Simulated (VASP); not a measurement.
# NaB (Fm-3m) in VASP: further runs

The runs below take NaB through single point, with PBE.

Everything below comes from runs of VASP 6.6.1. Logs are shortened: lines on timing, memory, paths and dates and some standing lists are left out, and cuts for length are marked.

### 1 The cell of the first run

It takes space group Fm-3m (No. 225, cubic). The conventional cell has a = 5.368 Å, b = 5.368 Å, c = 5.368 Å, α = 90.00°, β = 90.00°, γ = 90.00°. Na (site symmetry m-3m) has 6 B at 2.68 Å within 3.5 Å. Within 3.5 Å of B (site symmetry m-3m) lie 6 Na at 2.68 Å.

### 2 Single point, PBE

Contents of INCAR:

```
SYSTEM = NaB
  PREC = Accurate
  ENCUT = 500
  EDIFF = 1E-6
  ISMEAR = 1
  SIGMA = 0.25
  LREAL = .False.
  LASPH = .True.
  NELM = 120
  ALGO = Normal
  ISIF = 2
  LWAVE = .False.
  LCHARG = .False.
  GGA = PE
  NBANDS = 12
  GGA_COMPAT = .False.
```

Contents of KPOINTS:

```
Automatic mesh
0
Gamma
  9 9 9
  0 0 0
```

Contents of POSCAR:

```
NaB
1.0
    0.0000000000      2.6838690000      2.6838690000
    2.6838690000      0.0000000000      2.6838690000
    2.6838690000      2.6838690000      0.0000000000
Na B
1 1
Direct
    0.0000000000      0.0000000000      0.0000000000
    0.5000000000      0.5000000000      0.5000000000
```

Potentials or basis: VASP PAW PBE potentials, release 64 (Na_pv, B).

Command:

```console
> cat potpaw_PBE.64/Na_pv/POTCAR potpaw_PBE.64/B/POTCAR > POTCAR
> mpirun -np 1 vasp_std > vasp.out
```

OUTCAR:

```text
SYSTEM = NaB
   PREC = Accurate
   ENCUT = 500
   EDIFF = 1E-6
   ISMEAR = 1
   LREAL = .False.
   LASPH = .True.
   NELM = 120
   ISIF = 2
   GGA = PE

 ion  position               nearest neighbor table
   1  0.000  0.000  0.000-
   2  0.500  0.500  0.500-

  LATTYP: Found a face centered cubic cell.
 ALAT       =     5.3677380000

  Lattice vectors:

 A1 = (   0.0000000000,   2.6838690000,   2.6838690000)
 A2 = (   2.6838690000,   0.0000000000,   2.6838690000)
 A3 = (   2.6838690000,   2.6838690000,   0.0000000000)

Analysis of symmetry for initial positions (statically):
=====================================================================
 Subroutine PRICEL returns:
 Original cell was already a primitive cell.

 Routine SETGRP: Setting up the symmetry group for a
 face centered cubic supercell.

 Subroutine GETGRP returns: Found 48 space group operations
 (whereof 48 operations were pure point group operations)
 out of a pool of 48 trial point group operations.

The static configuration has the point symmetry O_h .

Analysis of symmetry for dynamics (positions and initial velocities):
=====================================================================
 Subroutine PRICEL returns:
 Original cell was already a primitive cell.

 Routine SETGRP: Setting up the symmetry group for a
 face centered cubic supercell.

 Subroutine GETGRP returns: Found 48 space group operations
 (whereof 48 operations were pure point group operations)
 out of a pool of 48 trial point group operations.

The dynamic configuration has the point symmetry O_h .

 Subroutine INISYM returns: Found 48 space group operations
 (whereof 48 operations are pure point group operations),
 and found     1 'primitive' translations

----------------------------------------------------------------------------------------

                                     Primitive cell

  volume of cell :      38.6646

  direct lattice vectors                    reciprocal lattice vectors
     0.000000000  2.683869000  2.683869000    -0.186298214  0.186298214  0.186298214
     2.683869000  0.000000000  2.683869000     0.186298214 -0.186298214  0.186298214
     2.683869000  2.683869000  0.000000000     0.186298214  0.186298214 -0.186298214

  length of vectors
     3.795563939  3.795563939  3.795563939     0.322677971  0.322677971  0.322677971

  position of ions in fractional coordinates (direct lattice)
     0.000000000  0.000000000  0.000000000
     0.500000000  0.500000000  0.500000000

  ion indices of the primitive-cell ions
   primitive index   ion index
                 1           1
                 2           2

----------------------------------------------------------------------------------------

 KPOINTS: Automatic mesh

Automatic generation of k-mesh.
 Grid dimensions read from file:
 generate k-points for:    9    9    9

 Generating k-lattice:

  Cartesian coordinates                     Fractional coordinates (reciprocal lattice)
    -0.020699802  0.020699802  0.020699802     0.111111111  0.000000000  0.000000000
     0.020699802 -0.020699802  0.020699802     0.000000000  0.111111111  0.000000000
     0.020699802  0.020699802 -0.020699802     0.000000000  0.000000000  0.111111111

  Length of vectors
     0.035853108  0.035853108  0.035853108

  Shift w.r.t. Gamma in fractional coordinates (k-lattice)
     0.000000000  0.000000000  0.000000000

 Subroutine IBZKPT returns following result:
 ===========================================

 Found     35 irreducible k-points:

 Following reciprocal coordinates:
            Coordinates               Weight
  0.000000  0.000000  0.000000      1.000000
  0.111111  0.000000  0.000000      8.000000
  0.222222  0.000000  0.000000      8.000000
  0.333333  0.000000  0.000000      8.000000
  0.444444  0.000000  0.000000      8.000000
  0.111111  0.111111  0.000000      6.000000
[... 16 lines left out ...]
 -0.333333  0.333333  0.000000     12.000000
  0.444444  0.444444  0.000000      6.000000
 [... further k-points ...]
   k-points           NKPTS =     35   k-points in BZ     NKDIM =     35   number of bands    NBANDS=     12
   number of dos      NEDOS =    301   number of ions     NIONS =      2
   total plane-waves  NPLWV =  21952
   dimension x,y,z NGX =    28 NGY =   28 NGZ =   28
   dimension x,y,z NGXF=    56 NGYF=   56 NGZF=   56
   ions per type =               1   1
   NGX,Y,Z   is equivalent  to a cutoff of  12.26, 12.26, 12.26 a.u.
   NGXF,Y,Z  is equivalent  to a cutoff of  24.53, 24.53, 24.53 a.u.
 SYSTEM =  NaB
   PREC   = accura    normal or accurate (medium, high low for compatibility)
   ISTART =      0    job   : 0-new  1-cont  2-samecut
   ICHARG =      2    charge: 1-file 2-atom 10-const
   ISPIN  =      1    spin polarized calculation?
   LNONCOLLINEAR =      F non collinear calculations
   LSORBIT =      F    spin-orbit coupling
   LASPH  =      T    aspherical Exc in radial PAW
   ENCUT  =  500.0 eV  36.75 Ry    6.06 a.u.   6.92  6.92  6.92*2*pi/ulx,y,z
   NELM   =    120;   NELMIN=  2; NELMDL= -5     # of ELM steps
   EDIFF  = 0.1E-05   stopping-criterion for ELM
   LREAL  =      F    real-space projection
   EDIFFG = 0.1E-04   stopping-criterion for IOM
   NSW    =      0    number of steps for IOM
   IBRION =     -1    ionic relax: 0-MD 1-quasi-New 2-CG
   NFREE  =      0    steps in history (QN), initial steepest desc. (CG)
   ISIF   =      2    stress and relaxation
   ISYM   =      2    0-nonsym 1-usesym 2-fastsym
   POTIM  = 0.5000    time-step for ionic-motion
   TEBEG  =    0.0;   TEEND  =   0.0 temperature during run
   PSTRESS=    0.0 pullay stress
   NELECT =      10.0000    total number of electrons
   NUPDOWN=      -1.0000    fix difference up-down
   EMIN   =  10.00;   EMAX   =-10.00  energy-range for DOS
   EFERMI =   0.00;   METHOD = LEGACY
   ISMEAR =     1;   SIGMA  =   0.25  broadening in eV -4-tet -1-fermi 0-gaus
   EFERMI_NEDOS =   21; number of points for ismear=-14 and -15
   IALGO  =     38    algorithm
   IMIX   =      4    mixing-type and parameters
     AMIX     =   0.40;   BMIX     =  1.00
     AMIX_MAG =   1.60;   BMIX_MAG =  1.00
  volume/ion in A,a.u.               =      19.33       130.46
  Fermi-wavevector in a.u.,A,eV,Ry     =   1.043046  1.971071 14.802394  1.087945
  Thomas-Fermi vector in A             =   2.177738
   LORBIT       =      0    0 simple, 1 ext, 2 COOP (PROOUT), +10 PAW based schemes
   GGA     = PE    functional components
   LHFCALC =     F    Hartree Fock is set to
   AEXX    =    0.0000 exact exchange contribution
   IVDW    =     0    specifies the selected vdW correction
   LEPSILON=     F    determine dielectric tensor
   LRPA    =     F    only Hartree local field effects (RPA)
 non-spin polarized calculation
 Methfessel and Paxton  Order N= 1 SIGMA  =   0.25
  energy-cutoff  :      500.00
  volume of cell :       38.66
 maximum number of plane-waves:      1002
   NGX = 13   NGY = 13   NGZ = 13

 number of electron      10.0000000 magnetization

 number of electron       9.9999996 magnetization

 Free energy of the ion-electron system (eV)
  ---------------------------------------------------
  ext. energy  EPLUGINS =         0.00000000
  ---------------------------------------------------
  free energy    TOTEN  =        -4.30583633 eV

  energy without entropy =       -4.30449709  energy(sigma->0) =       -4.30538992

 E-fermi :   0.7459     XC(G=0):  -8.3206

 val. band max:        0.7348477069   @ k =  -0.4444   0.3333   0.0000
 cond. band min:       0.7988643159   @ k =  -0.2222   0.3333   0.1111
 fundamental gap:      0.0640166090
 Fermi energy:         0.7458981788

 k-point     1 :       0.0000    0.0000    0.0000
  band No.  band energies     occupation
      1     -22.2771      2.00000
      2     -22.2771      2.00000
      3     -22.2771      2.00000
      4      -6.4081      2.00000
      5       3.1274     -0.00000
      6       3.1274     -0.00000
      7       3.1274     -0.00000
      8       8.1761      0.00000
      9      10.9938      0.00000
     10      10.9938      0.00000
     11      10.9938      0.00000
     12      13.2374      0.00000

 k-point     2 :       0.1111    0.0000    0.0000
  band No.  band energies     occupation
      1     -22.2820      2.00000
      2     -22.2776      2.00000
      3     -22.2776      2.00000
      4      -6.2596      2.00000
      5       2.5771     -0.00000
      6       3.0453     -0.00000
      7       3.0453     -0.00000
      8       8.4806      0.00000
      9      10.2655      0.00000
     10      11.2202      0.00000
     11      11.2202      0.00000
     12      14.0662      0.00000

 k-point     3 :       0.2222    0.0000    0.0000
  band No.  band energies     occupation
      1     -22.2943      2.00000
      2     -22.2788      2.00000
      3     -22.2788      2.00000
      4      -5.8330      2.00000
      5       1.3376     -0.00411
      6       2.8519     -0.00000
      7       2.8519     -0.00000
      8       8.4955      0.00000
      9      10.2540      0.00000
     10      11.5385      0.00000
     11      11.5385      0.00000
     12      13.7996      0.00000

 k-point     4 :       0.3333    0.0000    0.0000
  band No.  band energies     occupation
      1     -22.3082      2.00000
      2     -22.2803      2.00000
      3     -22.2803      2.00000
      4      -5.2047      2.00000
      5      -0.0194      2.00013
      6       2.6530     -0.00000
      7       2.6530     -0.00000
      8       8.0607      0.00000
      9      11.1599      0.00000
     10      11.3747      0.00000
     11      11.3747      0.00000
     12      14.5482      0.00000

 k-point     5 :       0.4444    0.0000    0.0000
  band No.  band energies     occupation
      1     -22.3172      2.00000
      2     -22.2812      2.00000
      3     -22.2812      2.00000
      4      -4.6157      2.00000
      5      -1.0156      2.00000
      6       2.5328     -0.00000
      7       2.5328     -0.00000
      8       7.8181      0.00000
      9      11.1512      0.00000
     10      11.1512      0.00000
     11      11.8718      0.00000
     12      14.1392      0.00000
[... 228 lines left out ...]
      1     -22.3092      2.00000
      2     -22.2911      2.00000
      3     -22.2890      2.00000
      4      -4.4090      2.00000
      5      -0.1613      2.00000
      6       1.5487     -0.00005
      7       1.9089     -0.00000
      8       7.4141      0.00000
      9       8.4119      0.00000
     10      11.6080      0.00000
     11      14.0154      0.00000
     12      14.5257      0.00000

 k-point    22 :      -0.4444    0.3333    0.0000
  band No.  band energies     occupation
      1     -22.3090      2.00000
      2     -22.2970      2.00000
      3     -22.2882      2.00000
      4      -4.0663      2.00000
      5      -0.3242      2.00000
      6       0.7348      1.07473
      7       1.9485     -0.00000
      8       7.7684      0.00000
      9       9.2015      0.00000
     10      11.3438      0.00000
     11      13.5535      0.00000
     12      14.6117      0.00000

 k-point    23 :      -0.3333    0.3333    0.0000
  band No.  band energies     occupation
      1     -22.3042      2.00000
      2     -22.3028      2.00000
      3     -22.2857      2.00000
      4      -4.0970      2.00000
      5       0.0149      2.00028
      6       0.1376      2.00311
      7       2.1271     -0.00000
      8       8.3145      0.00000
      9      10.2702      0.00000
     10      10.7426      0.00000
     11      12.9734      0.00000
     12      14.6769      0.00000

 k-point    24 :       0.4444    0.4444    0.0000
  band No.  band energies     occupation
      1     -22.3124      2.00000
      2     -22.2910      2.00000
      3     -22.2910      2.00000
      4      -4.1442      2.00000
      5      -0.5334      2.00000
      6       1.7726     -0.00000
      7       1.7726     -0.00000
      8       6.8757      0.00000
      9       7.7543      0.00000
     10      12.1588      0.00000
     11      14.9163      0.00000
     12      14.9163      0.00000

 [... further k-points ...]

------------------------ aborting loop because EDIFF is reached ----------------------------------------

  FORCE on cell =-STRESS in cart. coord.  units (eV):
  Direction    XX          YY          ZZ          XY          YZ          ZX
  --------------------------------------------------------------------------------------
  -------------------------------------------------------------------------------------
  Total        0.0320213      0.0320213      0.0320213      0.0000000     -0.0000000      0.0000000
  in kB        1.3268915      1.3268915      1.3268915      0.0000000     -0.0000000      0.0000000
  external PRESSURE =       1.3268915 kB  Pullay stress =       0.0000000 kB

 VOLUME and BASIS-vectors are now :
 -----------------------------------------------------------------------------
  energy-cutoff  :      500.00
  volume of cell :       38.66
      direct lattice vectors                 reciprocal lattice vectors
     0.000000000  2.683869000  2.683869000    -0.186298214  0.186298214  0.186298214
     2.683869000  0.000000000  2.683869000     0.186298214 -0.186298214  0.186298214
     2.683869000  2.683869000  0.000000000     0.186298214  0.186298214 -0.186298214

 POSITION                                       TOTAL-FORCE (eV/Angst)
 -----------------------------------------------------------------------------------
      0.00000      0.00000      0.00000         0.000000      0.000000      0.000000
      2.68387      2.68387      2.68387        -0.000000     -0.000000     -0.000000
 -----------------------------------------------------------------------------------
    total drift:                               -0.000000      0.000000      0.000000

  FREE ENERGIE OF THE ION-ELECTRON SYSTEM (eV)
  ---------------------------------------------------
  free  energy   TOTEN  =        -4.3058363312 eV

  energy  without entropy=       -4.3044970946  energy(sigma->0) =       -4.30538992
```

It took 8.7 s on 1 thread of Intel Xeon Platinum 8375C at 2.90GHz (Ice Lake), shared host; peak memory 0.15 GiB.

What came out:

```yaml
Free_energy: -4.3058 eV
Pressure: 0.1 GPa
Band_gap_on_the_k_mesh: zero (band 5 reaches 3.13 eV, above the bottom of band 6 at 0.14 eV)
```

### 3 Single point, PBE

Contents of INCAR:

```
SYSTEM = NaB
PREC     = Accurate       ! precision mode
ENCUT    = 500            ! plane-wave cutoff, eV
EDIFF    = 1E-6           ! SCF threshold, eV
ISMEAR   = 1              ! smearing method
SIGMA    = 0.15           ! smearing width, eV
LREAL    = .False.        ! projectors in reciprocal space
LASPH    = .True.         ! aspherical terms in the spheres
NELM     = 120            ! most SCF steps
ALGO     = Normal         ! electronic algorithm
ISIF     = 2              ! what is computed and relaxed
LWAVE    = .False.        ! write WAVECAR
LCHARG   = .False.        ! write CHGCAR
GGA      = PE             ! functional
NBANDS   = 12             ! bands
GGA_COMPAT= .False.
```

KPOINTS is that of step 2.

POSCAR is that of step 2.

Potentials or basis: VASP PAW PBE potentials, release 64 (Na_pv, B).

Command:

```console
> cat potpaw_PBE.64/Na_pv/POTCAR potpaw_PBE.64/B/POTCAR > POTCAR
> mpirun -np 1 vasp_std > vasp.out
```

Wall time 9.1 s (1 thread of Intel Xeon Platinum 8375C at 2.90GHz (Ice Lake), shared host); peak memory 0.15 GiB.

It converged, with:

```
Free energy            : -4.3054 eV
Pressure               : 0.1 GPa
Band gap on the k mesh : zero (band 5 reaches 3.13 eV, above the bottom of band 6 at 0.14 eV)
```

Levels at points of the mesh, in eV from the Fermi level:
```
           k point  band 2  band 3  band 4  band 5  band 6  band 7  band 8  band 9
(0.00, 0.00, 0.00)  -23.01  -23.01   -7.14    2.39    2.39    2.39    7.44   10.26
```

### 4 Single point, PBE

Contents of INCAR:

```
SYSTEM = NaB
  ALGO = Normal
  EDIFF = 1E-6
  ENCUT = 500
  GGA = PE
  GGA_COMPAT = .False.
  ISIF = 2
  ISMEAR = 1
  LASPH = .True.
  LCHARG = .True.
  LELF = .True.
  LREAL = .False.
  LVHAR = .True.
  LWAVE = .False.
  NBANDS = 12
  NELM = 120
  PREC = Accurate
  SIGMA = 0.1
```

Contents of KPOINTS:

```
k-points
0
Gamma
  9 9 9
  0 0 0
```

POSCAR is that of step 3.

Potentials or basis: VASP PAW PBE potentials, release 64 (Na_pv, B).

Command:

```console
> cat potpaw_PBE.64/Na_pv/POTCAR potpaw_PBE.64/B/POTCAR > POTCAR
> mpirun -np 1 vasp_std > vasp.out
```

OUTCAR:

```text
SYSTEM = NaB
   EDIFF = 1E-6
   ENCUT = 500
   GGA = PE
   ISIF = 2
   ISMEAR = 1
   LASPH = .True.
   LREAL = .False.
   NELM = 120
   PREC = Accurate

 ion  position               nearest neighbor table
   1  0.000  0.000  0.000-
   2  0.500  0.500  0.500-

  LATTYP: Found a face centered cubic cell.
 ALAT       =     5.3677380000

  Lattice vectors:

 A1 = (   0.0000000000,   2.6838690000,   2.6838690000)
[... 545 lines left out ...]

 [... further k-points ...]

------------------------ aborting loop because EDIFF is reached ----------------------------------------

  FORCE on cell =-STRESS in cart. coord.  units (eV):
  Direction    XX          YY          ZZ          XY          YZ          ZX
  --------------------------------------------------------------------------------------
  -------------------------------------------------------------------------------------
  Total        0.0263741      0.0263741      0.0263741     -0.0000000     -0.0000000      0.0000000
  in kB        1.0928849      1.0928849      1.0928849     -0.0000000     -0.0000000      0.0000000
  external PRESSURE =       1.0928849 kB  Pullay stress =       0.0000000 kB

 VOLUME and BASIS-vectors are now :
 -----------------------------------------------------------------------------
  energy-cutoff  :      500.00
  volume of cell :       38.66
      direct lattice vectors                 reciprocal lattice vectors
     0.000000000  2.683869000  2.683869000    -0.186298214  0.186298214  0.186298214
     2.683869000  0.000000000  2.683869000     0.186298214 -0.186298214  0.186298214
     2.683869000  2.683869000  0.000000000     0.186298214  0.186298214 -0.186298214

 POSITION                                       TOTAL-FORCE (eV/Angst)
 -----------------------------------------------------------------------------------
      0.00000      0.00000      0.00000         0.000000      0.000000     -0.000000
      2.68387      2.68387      2.68387        -0.000000      0.000000      0.000000
 -----------------------------------------------------------------------------------
    total drift:                               -0.000000      0.000000      0.000000

  FREE ENERGIE OF THE ION-ELECTRON SYSTEM (eV)
  ---------------------------------------------------
  free  energy   TOTEN  =        -4.3052479979 eV

  energy  without entropy=       -4.3049367107  energy(sigma->0) =       -4.30514424
```

OSZICAR:

```text
N       E                     dE             d eps       ncg     rms          rms(c)
DAV:   1     0.469388789740E+02    0.46939E+02   -0.53745E+03   844   0.797E+02
DAV:   2    -0.247117665636E+01   -0.49410E+02   -0.48207E+02   860   0.199E+02
DAV:   3    -0.430545219666E+01   -0.18343E+01   -0.18216E+01  1072   0.379E+01
DAV:   4    -0.432484760284E+01   -0.19395E-01   -0.19393E-01   888   0.398E+00
DAV:   5    -0.432506648961E+01   -0.21889E-03   -0.21889E-03  1040   0.440E-01    0.558E-01
DAV:   6    -0.430985320311E+01    0.15213E-01   -0.90599E-03  1052   0.723E-01    0.323E-01
DAV:   7    -0.430531584159E+01    0.45374E-02   -0.96120E-03  1096   0.693E-01    0.115E-01
DAV:   8    -0.430525140485E+01    0.64437E-04   -0.51177E-04   848   0.254E-01    0.141E-02
DAV:   9    -0.430524768805E+01    0.37168E-05   -0.15702E-05  1076   0.570E-02    0.556E-03
DAV:  10    -0.430524799794E+01   -0.30989E-06   -0.84205E-07   476   0.131E-02
   1 F= -.43052480E+01 E0= -.43051442E+01  d E =-.311287E-03
```

stdout:

```text
POSCAR found type information on POSCAR NaB
 POSCAR found :  2 types and       2 ions
 scaLAPACK will be used
 LDA part: xc-table for (Slater+PW92), standard interpolation
 POSCAR, INCAR and KPOINTS ok, starting setup
 FFT: planning ... GRIDC
 FFT: planning ... GRID_SOFT
 FFT: planning ... GRID
 WAVECAR not read
 entering main loop
```

Wall time 10 s (1 thread of Intel Xeon Platinum 8375C at 2.90GHz (Ice Lake), shared host); peak memory 0.15 GiB.

Results:

```
Free energy            : -4.3052 eV
Pressure               : 0.1 GPa
Band gap on the k mesh : zero (band 5 reaches 3.13 eV, above the bottom of band 6 at 0.14 eV)
```

(Part 1 of 2 ends here.)
